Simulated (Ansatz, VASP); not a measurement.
One calculation of HfN, two programs

```xyz
2
Lattice="0.0000 2.2560 2.2560 2.2560 0.0000 2.2560 2.2560 2.2560 0.0000" Properties=species:S:1:pos:R:3 pbc="T T T"
Hf    0.0000    0.0000    0.0000
N     2.2560    2.2560    2.2560
```

Alike in both runs: task single point; functional PBEsol; k mesh 10 × 10 × 10; occupations fermi-dirac, width 0.0272 eV; no spin polarisation.

```csv
,VASP,Ansatz
version,VASP 6.6.1,Ansatz 0.2.0
potentials or method,"VASP PAW PBE potentials, release 64 (Hf_pv, N), cutoff 600 eV","all-electron LAPW, scalar-relativistic"
```

```tsv
	VASP	Ansatz	Ansatz less VASP
pressure (GPa)	-4.2	-1.9	+2.31
```

VASP's potentials were made for PBE, not for PBEsol. Ansatz ran all-electron here, and VASP with PAW potentials. Ansatz's warnings: optics on partly filled bands.

Spin-orbit coupling is off throughout.
